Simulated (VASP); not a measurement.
# GaP (F-43m) in VASP: further runs

GaP is run at these levels: PBE; tasks: single point.

Program: VASP 6.6.1. These are calculated values, not measurements. Logs are shortened: lines on timing, memory, paths and dates and some standing lists are left out, and cuts for length are marked.

## 1. The cell of the first run

The structure is cubic, space group F-43m (No. 216). Conventional cell: a = 5.377 Å, b = 5.377 Å, c = 5.377 Å, α = 90.00°, β = 90.00°, γ = 90.00°. Ga (site symmetry -43m) has 4 P at 2.33 Å within 3.1 Å. Within 3.1 Å of P (site symmetry -43m) lie 4 Ga at 2.33 Å.

## 2. Single point, PBE (volume scaled by 0.96)

INCAR reads:

```
PREC = Accurate
ENCUT = 520
EDIFF = 1E-6
ISMEAR = -1
SIGMA = 0.05
LREAL = False
LASPH = True
NELM = 100
ALGO = Normal
ISIF = 2
LWAVE = False
LCHARG = False
GGA = PE
NBANDS = 16
```

KPOINTS reads:

```
regular mesh
0
Gamma
  10 10 10
```

POSCAR reads:

```
GaP
1.0
    0.0000000000      2.6884177822      2.6884177822
    2.6884177822      0.0000000000      2.6884177822
    2.6884177822      2.6884177822      0.0000000000
Ga P
1 1
Direct
    0.0000000000      0.0000000000      0.0000000000
    0.7500000000      0.7500000000      0.7500000000
```

Potentials or basis: VASP PAW PBE potentials, release 64 (Ga_d, P).

Run with:

```console
> cat potpaw_PBE.64/Ga_d/POTCAR potpaw_PBE.64/P/POTCAR > POTCAR
> mpirun -np 1 vasp_std > vasp.out
```

OUTCAR:

```text
PREC = Accurate
   ENCUT = 520
   EDIFF = 1E-6
   ISMEAR = -1
   LREAL = False
   LASPH = True
   NELM = 100
   ISIF = 2
   GGA = PE

 ion  position               nearest neighbor table
   1  0.000  0.000  0.000-   2 2.33   2 2.33   2 2.33   2 2.33
   2  0.750  0.750  0.750-   1 2.33   1 2.33   1 2.33   1 2.33

  LATTYP: Found a face centered cubic cell.
 ALAT       =     5.3768355644

  Lattice vectors:

 A1 = (   0.0000000000,   2.6884177822,   2.6884177822)
 A2 = (   2.6884177822,   0.0000000000,   2.6884177822)
 A3 = (   2.6884177822,   2.6884177822,   0.0000000000)

Analysis of symmetry for initial positions (statically):
=====================================================================
 Subroutine PRICEL returns:
 Original cell was already a primitive cell.

 Routine SETGRP: Setting up the symmetry group for a
 face centered cubic supercell.

 Subroutine GETGRP returns: Found 24 space group operations
 (whereof 24 operations were pure point group operations)
 out of a pool of 48 trial point group operations.

The static configuration has the point symmetry T_d .

Analysis of symmetry for dynamics (positions and initial velocities):
=====================================================================
 Subroutine PRICEL returns:
 Original cell was already a primitive cell.

 Routine SETGRP: Setting up the symmetry group for a
 face centered cubic supercell.

 Subroutine GETGRP returns: Found 24 space group operations
 (whereof 24 operations were pure point group operations)
 out of a pool of 48 trial point group operations.

The dynamic configuration has the point symmetry T_d .

 Subroutine INISYM returns: Found 24 space group operations
 (whereof 24 operations are pure point group operations),
 and found     1 'primitive' translations

----------------------------------------------------------------------------------------

                                     Primitive cell

  volume of cell :      38.8616

  direct lattice vectors                    reciprocal lattice vectors
     0.000000000  2.688417782  2.688417782    -0.185982998  0.185982998  0.185982998
     2.688417782  0.000000000  2.688417782     0.185982998 -0.185982998  0.185982998
     2.688417782  2.688417782  0.000000000     0.185982998  0.185982998 -0.185982998

  length of vectors
     3.801996889  3.801996889  3.801996889     0.322132003  0.322132003  0.322132003

  position of ions in fractional coordinates (direct lattice)
     0.000000000  0.000000000  0.000000000
     0.750000000  0.750000000  0.750000000

  ion indices of the primitive-cell ions
   primitive index   ion index
                 1           1
                 2           2

----------------------------------------------------------------------------------------

 KPOINTS: regular mesh

Automatic generation of k-mesh.
 Grid dimensions read from file:
 generate k-points for:   10   10   10

 Generating k-lattice:

  Cartesian coordinates                     Fractional coordinates (reciprocal lattice)
    -0.018598300  0.018598300  0.018598300     0.100000000  0.000000000  0.000000000
     0.018598300 -0.018598300  0.018598300     0.000000000  0.100000000  0.000000000
     0.018598300  0.018598300 -0.018598300     0.000000000  0.000000000  0.100000000

  Length of vectors
     0.032213200  0.032213200  0.032213200

  Shift w.r.t. Gamma in fractional coordinates (k-lattice)
     0.000000000  0.000000000  0.000000000

 Subroutine IBZKPT returns following result:
 ===========================================

 Found     47 irreducible k-points:

 Following reciprocal coordinates:
            Coordinates               Weight
  0.000000  0.000000  0.000000      1.000000
  0.100000  0.000000  0.000000      8.000000
  0.200000  0.000000  0.000000      8.000000
  0.300000  0.000000  0.000000      8.000000
  0.400000  0.000000  0.000000      8.000000
  0.500000  0.000000  0.000000      4.000000
[... 16 lines left out ...]
  0.300000  0.300000  0.000000      6.000000
  0.400000  0.300000  0.000000     24.000000
 [... further k-points ...]
   k-points           NKPTS =     47   k-points in BZ     NKDIM =     47   number of bands    NBANDS=     16
   number of dos      NEDOS =    301   number of ions     NIONS =      2
   total plane-waves  NPLWV =  21952
   dimension x,y,z NGX =    28 NGY =   28 NGZ =   28
   dimension x,y,z NGXF=    56 NGYF=   56 NGZF=   56
   ions per type =               1   1
   NGX,Y,Z   is equivalent  to a cutoff of  12.24, 12.24, 12.24 a.u.
   NGXF,Y,Z  is equivalent  to a cutoff of  24.49, 24.49, 24.49 a.u.
 SYSTEM =  unknown system
   PREC   = accura    normal or accurate (medium, high low for compatibility)
   ISTART =      0    job   : 0-new  1-cont  2-samecut
   ICHARG =      2    charge: 1-file 2-atom 10-const
   ISPIN  =      1    spin polarized calculation?
   LNONCOLLINEAR =      F non collinear calculations
   LSORBIT =      F    spin-orbit coupling
   LASPH  =      T    aspherical Exc in radial PAW
   ENCUT  =  520.0 eV  38.22 Ry    6.18 a.u.   7.07  7.07  7.07*2*pi/ulx,y,z
   NELM   =    100;   NELMIN=  2; NELMDL= -5     # of ELM steps
   EDIFF  = 0.1E-05   stopping-criterion for ELM
   LREAL  =      F    real-space projection
   EDIFFG = 0.1E-04   stopping-criterion for IOM
   NSW    =      0    number of steps for IOM
   IBRION =     -1    ionic relax: 0-MD 1-quasi-New 2-CG
   NFREE  =      0    steps in history (QN), initial steepest desc. (CG)
   ISIF   =      2    stress and relaxation
   ISYM   =      2    0-nonsym 1-usesym 2-fastsym
   POTIM  = 0.5000    time-step for ionic-motion
   TEBEG  =    0.0;   TEEND  =   0.0 temperature during run
   PSTRESS=    0.0 pullay stress
   NELECT =      18.0000    total number of electrons
   NUPDOWN=      -1.0000    fix difference up-down
   EMIN   =  10.00;   EMAX   =-10.00  energy-range for DOS
   EFERMI =   0.00;   METHOD = LEGACY
   ISMEAR =    -1;   SIGMA  =   0.05  broadening in eV -4-tet -1-fermi 0-gaus
   EFERMI_NEDOS =   21; number of points for ismear=-14 and -15
   IALGO  =     38    algorithm
   IMIX   =      4    mixing-type and parameters
     AMIX     =   0.40;   BMIX     =  1.00
     AMIX_MAG =   1.60;   BMIX_MAG =  1.00
  volume/ion in A,a.u.               =      19.43       131.13
  Fermi-wavevector in a.u.,A,eV,Ry     =   1.266657  2.393634 21.829447  1.604419
  Thomas-Fermi vector in A             =   2.399846
   LORBIT       =      0    0 simple, 1 ext, 2 COOP (PROOUT), +10 PAW based schemes
   GGA     = PE    functional components
   LHFCALC =     F    Hartree Fock is set to
   AEXX    =    0.0000 exact exchange contribution
   IVDW    =     0    specifies the selected vdW correction
   LEPSILON=     F    determine dielectric tensor
   LRPA    =     F    only Hartree local field effects (RPA)
 non-spin polarized calculation
  energy-cutoff  :      520.00
  volume of cell :       38.86
 maximum number of plane-waves:      1059
   NGX = 15   NGY = 15   NGZ = 15

 number of electron      17.9999992 magnetization

 Free energy of the ion-electron system (eV)
  ---------------------------------------------------
  ext. energy  EPLUGINS =         0.00000000
  ---------------------------------------------------
  free energy    TOTEN  =        -9.07397855 eV

  energy without entropy =       -9.07397855  energy(sigma->0) =       -9.07397855

 E-fermi :   5.8279     XC(G=0): -10.0208

 val. band max:        5.0774646398   @ k =   0.0000   0.0000   0.0000
 cond. band min:       6.6107909061   @ k =   0.4000   0.4000   0.0000
 fundamental gap:      1.5333262663
 Fermi energy:         5.8279138870

 k-point     1 :       0.0000    0.0000    0.0000
  band No.  band energies     occupation
      1      -9.5474      2.00000
      2      -9.5474      2.00000
      3      -9.5474      2.00000
      4      -9.4345      2.00000
      5      -9.4345      2.00000
      6      -7.7290      2.00000
[... 8 lines left out ...]
     15      14.9207      0.00000
     16      14.9207      0.00000

 k-point     2 :       0.1000    0.0000    0.0000
  band No.  band energies     occupation
      1      -9.5587      2.00000
      2      -9.5439      2.00000
      3      -9.5439      2.00000
      4      -9.4346      2.00000
      5      -9.4346      2.00000
      6      -7.5913      2.00000
[... 8 lines left out ...]
     15      14.4352      0.00000
     16      14.6992      0.00000

 k-point     3 :       0.2000    0.0000    0.0000
  band No.  band energies     occupation
      1      -9.5854      2.00000
      2      -9.5353      2.00000
      3      -9.5353      2.00000
      4      -9.4341      2.00000
      5      -9.4341      2.00000
      6      -7.1929      2.00000
[... 8 lines left out ...]
     15      14.0019      0.00000
     16      15.3266      0.00000

 k-point     4 :       0.3000    0.0000    0.0000
  band No.  band energies     occupation
      1      -9.6146      2.00000
      2      -9.5265      2.00000
      3      -9.5265      2.00000
      4      -9.4316      2.00000
      5      -9.4316      2.00000
      6      -6.5821      2.00000
[... 8 lines left out ...]
     15      14.4396      0.00000
     16      14.9320      0.00000

 k-point     5 :       0.4000    0.0000    0.0000
  band No.  band energies     occupation
      1      -9.6361      2.00000
      2      -9.5210      2.00000
      3      -9.5210      2.00000
      4      -9.4279      2.00000
      5      -9.4279      2.00000
      6      -5.8929      2.00000
[... 8 lines left out ...]
     15      15.7204      0.00000
     16      15.7204      0.00000

 k-point     6 :       0.5000    0.0000    0.0000
  band No.  band energies     occupation
      1      -9.6440      2.00000
      2      -9.5193      2.00000
      3      -9.5193      2.00000
      4      -9.4260      2.00000
      5      -9.4260      2.00000
      6      -5.5250      2.00000
[... 8 lines left out ...]
     15      16.8951      0.00000
     16      16.8951      0.00000

 k-point     7 :       0.1000    0.1000    0.0000
  band No.  band energies     occupation
      1      -9.5656      2.00000
      2      -9.5406      2.00000
      3      -9.5406      2.00000
      4      -9.4376      2.00000
      5      -9.4321      2.00000
      6      -7.5457      2.00000
[... 8 lines left out ...]
     15      14.9362      0.00000
     16      15.0803      0.00000

 k-point     8 :       0.2000    0.1000    0.0000
  band No.  band energies     occupation
      1      -9.5869      2.00000
      2      -9.5336      2.00000
      3      -9.5320      2.00000
      4      -9.4403      2.00000
      5      -9.4298      2.00000
      6      -7.2345      2.00000
[... 8 lines left out ...]
     15      14.9414      0.00000
     16      15.9397      0.00000

 k-point     9 :       0.3000    0.1000    0.0000
  band No.  band energies     occupation
      1      -9.6123      2.00000
      2      -9.5261      2.00000
      3      -9.5225      2.00000
      4      -9.4404      2.00000
      5      -9.4272      2.00000
      6      -6.6917      2.00000
[... 8 lines left out ...]
     15      15.1797      0.00000
     16      15.8575      0.00000
[... 172 lines left out ...]
 k-point    19 :       0.5000    0.2000    0.0000
  band No.  band energies     occupation
      1      -9.6496      2.00000
      2      -9.5102      2.00000
      3      -9.5016      2.00000
      4      -9.4444      2.00000
      5      -9.4222      2.00000
      6      -5.3150      2.00000
[... 8 lines left out ...]
     15      16.9389      0.00000
     16      18.0104      0.00000

 k-point    20 :      -0.4000    0.2000    0.0000
  band No.  band energies     occupation
      1      -9.6480      2.00000
      2      -9.5122      2.00000
      3      -9.5035      2.00000
      4      -9.4372      2.00000
      5      -9.4281      2.00000
      6      -5.2034      2.00000
[... 8 lines left out ...]
     15      15.2312      0.00000
     16      17.7344      0.00000

 k-point    21 :      -0.3000    0.2000    0.0000
  band No.  band energies     occupation
      1      -9.6376      2.00000
      2      -9.5151      2.00000
      3      -9.5100      2.00000
      4      -9.4351      2.00000
      5      -9.4321      2.00000
      6      -5.7204      2.00000
[... 8 lines left out ...]
     15      16.2940      0.00000
     16      18.0864      0.00000

 k-point    22 :      -0.2000    0.2000    0.0000
  band No.  band energies     occupation
      1      -9.6208      2.00000
      2      -9.5206      2.00000
      3      -9.5197      2.00000
      4      -9.4387      2.00000
      5      -9.4299      2.00000
      6      -6.3749      2.00000
[... 8 lines left out ...]
     15      16.6210      0.00000
     16      17.4087      0.00000

 k-point    23 :       0.3000    0.3000    0.0000
  band No.  band energies     occupation
      1      -9.6450      2.00000
      2      -9.4995      2.00000
      3      -9.4995      2.00000
      4      -9.4606      2.00000
      5      -9.4182      2.00000
      6      -6.1912      2.00000
[... 8 lines left out ...]
     15      16.2803      0.00000
     16      19.2220      0.00000

 k-point    24 :       0.4000    0.3000    0.0000
  band No.  band energies     occupation
      1      -9.6585      2.00000
      2      -9.4930      2.00000
      3      -9.4904      2.00000
      4      -9.4637      2.00000
      5      -9.4157      2.00000
      6      -5.6392      2.00000
[... 8 lines left out ...]
     15      16.9653      0.00000
     16      19.1637      0.00000

 [... further k-points ...]
[... 5 lines left out ...]
  --------------------------------------------------------------------------------------
  -------------------------------------------------------------------------------------
  Total        1.5320850      1.5320850      1.5320850      0.0000000      0.0000000     -0.0000000
  in kB       63.1645153     63.1645153     63.1645153      0.0000000      0.0000000     -0.0000000
  external PRESSURE =      63.1645153 kB  Pullay stress =       0.0000000 kB

 VOLUME and BASIS-vectors are now :
 -----------------------------------------------------------------------------
  energy-cutoff  :      520.00
  volume of cell :       38.86
      direct lattice vectors                 reciprocal lattice vectors
     0.000000000  2.688417782  2.688417782    -0.185982998  0.185982998  0.185982998
     2.688417782  0.000000000  2.688417782     0.185982998 -0.185982998  0.185982998
     2.688417782  2.688417782  0.000000000     0.185982998  0.185982998 -0.185982998

 POSITION                                       TOTAL-FORCE (eV/Angst)
 -----------------------------------------------------------------------------------
      0.00000      0.00000      0.00000         0.000000      0.000000     -0.000000
      4.03263      4.03263      4.03263        -0.000000     -0.000000      0.000000
 -----------------------------------------------------------------------------------
    total drift:                               -0.000002     -0.000002     -0.000002

  FREE ENERGIE OF THE ION-ELECTRON SYSTEM (eV)
  ---------------------------------------------------
  free  energy   TOTEN  =        -9.0739785547 eV

  energy  without entropy=       -9.0739785505  energy(sigma->0) =       -9.07397855
```

Run time: 11 s. Hardware: 1 thread of Intel Xeon 6975P-C (Granite Rapids), shared host; peak memory 0.17 GiB.

What came out:

```
Free energy            : -9.0740 eV
Pressure               : 6.3 GPa
Band gap on the k mesh : 1.53 eV, indirect (least direct gap 2.17 eV)
```

Levels at points of the mesh, in eV from the valence-band top:
```csv
k point,band 7,band 8,band 9,band 10,band 11,band 12
"(0.00, 0.00, 0.00)",0.00,0.00,0.00,2.17,3.88,3.88
"(0.50, 0.00, 0.00)",-6.87,-1.18,-1.18,1.80,4.71,4.71
"(0.50, 0.50, 0.00)",-6.95,-2.83,-2.83,1.57,1.78,10.90
```

 A k mesh can miss the band edges.

## 3. Single point, PBE (volume scaled by 0.98)

INCAR reads:

```
SYSTEM = GaP
ALGO = Normal
EDIFF = 1E-6
ENCUT = 520
GGA = PE
ISIF = 2
ISMEAR = -1
LASPH = .True.
LCHARG = .False.
LREAL = .False.
LWAVE = .False.
NBANDS = 16
NELM = 80
PREC = Accurate
SIGMA = 0.05
```

KPOINTS reads:

```
k-points
0
Gamma
  10 10 10
  0 0 0
```

POSCAR reads:

```
GaP
1.0
    0.0000000000      2.7069591804      2.7069591804
    2.7069591804      0.0000000000      2.7069591804
    2.7069591804      2.7069591804      0.0000000000
Ga P
1 1
Direct
    0.0000000000      0.0000000000      0.0000000000
    0.7500000000      0.7500000000      0.7500000000
```

Potentials or basis: VASP PAW PBE potentials, release 64 (Ga_d, P).

Run with:

```console
> cat potpaw_PBE.64/Ga_d/POTCAR potpaw_PBE.64/P/POTCAR > POTCAR
> mpirun -np 1 vasp_std > vasp.out
```

It took 11 s on 1 thread of Intel Xeon 6975P-C (Granite Rapids), shared host; peak memory 0.17 GiB.

It converged, with:

```
Free energy            : -9.1010 eV
Pressure               : 4.3 GPa
Band gap on the k mesh : 1.57 eV, indirect (least direct gap 2.00 eV)
```

Levels at points of the mesh, in eV from the valence-band top:
| k point | band 6 | band 7 | band 8 | band 9 | band 10 | band 11 | band 12 | band 13 |
| --- | --- | --- | --- | --- | --- | --- | --- | --- |
| (0.00, 0.00, 0.00) | -12.65 | 0.00 | 0.00 | 0.00 | 2.00 | 3.88 | 3.88 | 3.88 |
| (0.50, 0.00, 0.00) | -10.51 | -6.75 | -1.15 | -1.15 | 1.73 | 4.72 | 4.72 | 8.32 |
| (0.50, 0.50, 0.00) | -9.59 | -6.85 | -2.75 | -2.75 | 1.61 | 1.80 | 10.75 | 10.75 |

 A k mesh can miss the band edges.
